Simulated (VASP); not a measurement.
# SiC (Moissanite 3C) (F-43m) in VASP: a series of runs, part 2 of 3

VASP 6.6.1.

### Step 5. Relaxation of cell and atoms, RPBE

This run uses another cell than the first one, of 10.35 Å³/atom, 0.985 times its volume.

INCAR reads:

```
ALGO     = Normal         # electronic algorithm
EDIFF    = 1E-6           # SCF threshold, eV
EDIFFG   = -0.01          # ionic threshold
ENCUT    = 600            # plane-wave cutoff, eV
GGA      = RP             # functional
IBRION   = 2              # ionic algorithm
ISIF     = 3              # what is computed and relaxed
ISMEAR   = 0              # smearing method
LASPH    = True           # aspherical terms in the spheres
LCHARG   = False          # write CHGCAR
LREAL    = False          # projectors in reciprocal space
LWAVE    = False          # write WAVECAR
NELM     = 80             # most SCF steps
NSW      = 80             # ionic steps
PREC     = Accurate       # precision mode
SIGMA    = 0.01           # smearing width, eV
```

KPOINTS reads:

```
k-points
0
Gamma
  8 8 8
```

POSCAR reads:

```
SiC
1.0
    0.0000000000      2.1790000000      2.1790000000
    2.1790000000      0.0000000000      2.1790000000
    2.1790000000      2.1790000000      0.0000000000
Si C
1 1
Direct
    0.0000000000      0.0000000000      0.0000000000
    0.2500000000      0.2500000000      0.2500000000
```

Potentials or basis: VASP PAW PBE potentials, release 64 (Si, C).

Launch:

```sh
> cat potpaw_PBE.64/Si/POTCAR potpaw_PBE.64/C/POTCAR > POTCAR
> mpirun -np 1 vasp_std > vasp.out
```

OUTCAR:

```text
EDIFF = 1E-6
   EDIFFG = -0.01
   ENCUT = 600
   GGA = RP
   IBRION = 2
   ISIF = 3
   ISMEAR = 0
   LASPH = True
   LREAL = False
   NELM = 80
   NSW = 80
   PREC = Accurate

 ion  position               nearest neighbor table
   1  0.000  0.000  0.000-   2 1.89   2 1.89   2 1.89   2 1.89
   2  0.250  0.250  0.250-   1 1.89   1 1.89   1 1.89   1 1.89

  LATTYP: Found a face centered cubic cell.
 ALAT       =     4.3580000000

  Lattice vectors:

 A1 = (   0.0000000000,   2.1790000000,   2.1790000000)
 A2 = (   2.1790000000,   0.0000000000,   2.1790000000)
 A3 = (   2.1790000000,   2.1790000000,   0.0000000000)

Analysis of symmetry for initial positions (statically):
=====================================================================
 Subroutine PRICEL returns:
 Original cell was already a primitive cell.

 Routine SETGRP: Setting up the symmetry group for a
 face centered cubic supercell.

 Subroutine GETGRP returns: Found 24 space group operations
 (whereof 24 operations were pure point group operations)
 out of a pool of 48 trial point group operations.

The static configuration has the point symmetry T_d .

Analysis of symmetry for dynamics (positions and initial velocities):
=====================================================================
 Subroutine PRICEL returns:
 Original cell was already a primitive cell.

 Routine SETGRP: Setting up the symmetry group for a
 face centered cubic supercell.

 Subroutine GETGRP returns: Found 24 space group operations
 (whereof 24 operations were pure point group operations)
 out of a pool of 48 trial point group operations.

The dynamic configuration has the point symmetry T_d .

 Subroutine INISYM returns: Found 24 space group operations
 (whereof 24 operations are pure point group operations),
 and found     1 'primitive' translations

----------------------------------------------------------------------------------------

                                     Primitive cell

  volume of cell :      20.6920

  direct lattice vectors                    reciprocal lattice vectors
     0.000000000  2.179000000  2.179000000    -0.229463056  0.229463056  0.229463056
     2.179000000  0.000000000  2.179000000     0.229463056 -0.229463056  0.229463056
     2.179000000  2.179000000  0.000000000     0.229463056  0.229463056 -0.229463056

  length of vectors
     3.081571352  3.081571352  3.081571352     0.397441672  0.397441672  0.397441672

  position of ions in fractional coordinates (direct lattice)
     0.000000000  0.000000000  0.000000000
     0.250000000  0.250000000  0.250000000

  ion indices of the primitive-cell ions
   primitive index   ion index
                 1           1
                 2           2

----------------------------------------------------------------------------------------

 KPOINTS: k-points

Automatic generation of k-mesh.
 Grid dimensions read from file:
 generate k-points for:    8    8    8

 Generating k-lattice:

[... 23 lines left out ...]
  0.125000  0.125000  0.000000      6.000000
[... 16 lines left out ...]
  0.500000  0.250000  0.125000     48.000000
 -0.375000  0.250000  0.125000     24.000000
 [... further k-points ...]
   k-points           NKPTS =     29   k-points in BZ     NKDIM =     29   number of bands    NBANDS=      8
   number of dos      NEDOS =    301   number of ions     NIONS =      2
   total plane-waves  NPLWV =  21952
   dimension x,y,z NGX =    28 NGY =   28 NGZ =   28
   dimension x,y,z NGXF=    56 NGYF=   56 NGZF=   56
   ions per type =               1   1
   NGX,Y,Z   is equivalent  to a cutoff of  15.11, 15.11, 15.11 a.u.
   NGXF,Y,Z  is equivalent  to a cutoff of  30.21, 30.21, 30.21 a.u.
 SYSTEM =  unknown system
   PREC   = accura    normal or accurate (medium, high low for compatibility)
   ISTART =      0    job   : 0-new  1-cont  2-samecut
   ICHARG =      2    charge: 1-file 2-atom 10-const
   ISPIN  =      1    spin polarized calculation?
   LNONCOLLINEAR =      F non collinear calculations
   LSORBIT =      F    spin-orbit coupling
   LASPH  =      T    aspherical Exc in radial PAW
   ENCUT  =  600.0 eV  44.10 Ry    6.64 a.u.   6.15  6.15  6.15*2*pi/ulx,y,z
   NELM   =     80;   NELMIN=  2; NELMDL= -5     # of ELM steps
   EDIFF  = 0.1E-05   stopping-criterion for ELM
   LREAL  =      F    real-space projection
   EDIFFG = -.1E-01   stopping-criterion for IOM
   NSW    =     80    number of steps for IOM
   IBRION =      2    ionic relax: 0-MD 1-quasi-New 2-CG
   NFREE  =      1    steps in history (QN), initial steepest desc. (CG)
   ISIF   =      3    stress and relaxation
   ISYM   =      2    0-nonsym 1-usesym 2-fastsym
   POTIM  = 0.5000    time-step for ionic-motion
   TEBEG  =    0.0;   TEEND  =   0.0 temperature during run
   PSTRESS=    0.0 pullay stress
   NELECT =       8.0000    total number of electrons
   NUPDOWN=      -1.0000    fix difference up-down
   EMIN   =  10.00;   EMAX   =-10.00  energy-range for DOS
   EFERMI =   0.00;   METHOD = LEGACY
   ISMEAR =     0;   SIGMA  =   0.01  broadening in eV -4-tet -1-fermi 0-gaus
   EFERMI_NEDOS =   21; number of points for ismear=-14 and -15
   IALGO  =     38    algorithm
   IMIX   =      4    mixing-type and parameters
     AMIX     =   0.40;   BMIX     =  1.00
     AMIX_MAG =   1.60;   BMIX_MAG =  1.00
  volume/ion in A,a.u.               =      10.35        69.82
  Fermi-wavevector in a.u.,A,eV,Ry     =   1.192626  2.253736 19.352338  1.422357
  Thomas-Fermi vector in A             =   2.328660
   LORBIT       =      0    0 simple, 1 ext, 2 COOP (PROOUT), +10 PAW based schemes
   GGA     = RP    functional components
   LHFCALC =     F    Hartree Fock is set to
   AEXX    =    0.0000 exact exchange contribution
   IVDW    =     0    specifies the selected vdW correction
   LEPSILON=     F    determine dielectric tensor
   LRPA    =     F    only Hartree local field effects (RPA)
 conjugate gradient relaxation of ions
 non-spin polarized calculation
 Gauss-broadening in eV      SIGMA  =   0.01
  energy-cutoff  :      600.00
  volume of cell :       20.69
 maximum number of plane-waves:       701
 NGX is ok and might be reduce to    28
   NGX = 13   NGY = 13   NGZ = 13

--------------------------------------- Ionic step        1  -------------------------------------------

 number of electron       8.0000000 magnetization

 Free energy of the ion-electron system (eV)
  ---------------------------------------------------
  ext. energy  EPLUGINS =         0.00000000
  ---------------------------------------------------
  free energy    TOTEN  =       -14.31472597 eV

  energy without entropy =      -14.31472597  energy(sigma->0) =      -14.31472597

------------------------ aborting loop because EDIFF is reached ----------------------------------------

  FORCE on cell =-STRESS in cart. coord.  units (eV):
  Direction    XX          YY          ZZ          XY          YZ          ZX
  --------------------------------------------------------------------------------------
  -------------------------------------------------------------------------------------
  Total        0.7587946      0.7587946      0.7587946      0.0000000      0.0000000     -0.0000000
  in kB       58.7534177     58.7534177     58.7534177      0.0000000      0.0000000     -0.0000000
  external PRESSURE =      58.7534177 kB  Pullay stress =       0.0000000 kB
[... 59 lines left out ...]
--------------------------------------- Ionic step        3  -------------------------------------------

 number of electron       8.0000000 magnetization

 Free energy of the ion-electron system (eV)
  ---------------------------------------------------
  ext. energy  EPLUGINS =         0.00000000
  ---------------------------------------------------
  free energy    TOTEN  =       -14.32486590 eV

  energy without entropy =      -14.32486590  energy(sigma->0) =      -14.32486590

 E-fermi :   7.9561     XC(G=0): -11.1690

 val. band max:        7.8929257080   @ k =   0.0000   0.0000   0.0000
 cond. band min:       9.2845980611   @ k =   0.5000   0.5000   0.0000
 fundamental gap:      1.3916723531
 Fermi energy:         7.9561193953

 k-point     1 :       0.0000    0.0000    0.0000
  band No.  band energies     occupation
      1      -7.3164      2.00000
      2       7.8929      2.00000
      3       7.8929      2.00000
      4       7.8929      2.00000
      5      13.8253      0.00000
      6      15.0617      0.00000
      7      15.0617      0.00000
      8      15.0617      0.00000
[... 243 lines left out ...]
 k-point    24 :      -0.3750    0.2500    0.1250
  band No.  band energies     occupation
      1      -3.2405      2.00000
      2       0.2066      2.00000
      3       4.2397      2.00000
      4       5.6833      2.00000
      5      13.1077      0.00000
      6      15.0198      0.00000
      7      17.8629      0.00000
      8      18.7253      0.00000

 [... further k-points ...]
[... 5 lines left out ...]
  --------------------------------------------------------------------------------------
  -------------------------------------------------------------------------------------
  Total       -0.0006822     -0.0006822     -0.0006822     -0.0000000     -0.0000000      0.0000000
  in kB       -0.0514089     -0.0514089     -0.0514089     -0.0000000     -0.0000000      0.0000000
  external PRESSURE =      -0.0514089 kB  Pullay stress =       0.0000000 kB
[... 17 lines left out ...]
  FREE ENERGIE OF THE ION-ELECTRON SYSTEM (eV)
  ---------------------------------------------------
  free  energy   TOTEN  =       -14.3248658978 eV

  energy  without entropy=      -14.3248658978  energy(sigma->0) =      -14.32486590

 reached required accuracy - stopping structural energy minimisation
```

Wall time 7.4 s (1 thread of Intel Xeon 6975P-C (Granite Rapids), shared host); peak memory 0.15 GiB.

Results:

* Free energy: -14.3249 eV
* Relaxed volume: 10.63 Å³/atom
* Relaxed cell: a = 3.110 Å, b = 3.110 Å, c = 3.110 Å, α = 60.00°, β = 60.00°, γ = 60.00°
* Space group after relaxing (to 0.05 Å): F-43m (No. 216)
* Energy gained by relaxing: 5.1 meV/atom
* Ionic steps: 3
* Pressure after relaxing: 0.0 GPa
* Band gap on the k mesh: 1.39 eV, indirect (least direct gap 4.51 eV)

The path:
```csv
step,energy change (eV),largest force (eV/Å),pressure (GPa),volume (Å³)
1,0.0000,0.0000,5.88,20.69
2,-0.0001,0.0000,-5.31,21.85
3,-0.0101,0.0000,-0.01,21.26
```

Final structure:
```xyz
2
Lattice="0.0000 2.1988 2.1988 2.1988 0.0000 2.1988 2.1988 2.1988 0.0000" Properties=species:S:1:pos:R:3 pbc="T T T"
Si    0.0000    0.0000    0.0000
C     1.0994    1.0994    1.0994
```

Levels at points of the mesh, in eV from the valence-band top:
```csv
k point,band 2,band 3,band 4,band 5,band 6,band 7
"(0.00, 0.00, 0.00)",0.00,0.00,0.00,5.93,7.17,7.17
"(0.50, 0.00, 0.00)",-8.37,-1.04,-1.04,5.23,7.14,7.14
"(0.50, 0.50, 0.00)",-7.68,-3.12,-3.12,1.39,4.29,13.79
```

Caveat: the PAW data sets were made with another functional, which shifts forces and pressure a little. Zero-point motion and thermal expansion aren't in these numbers.

(Continued in part 3 of 3.)
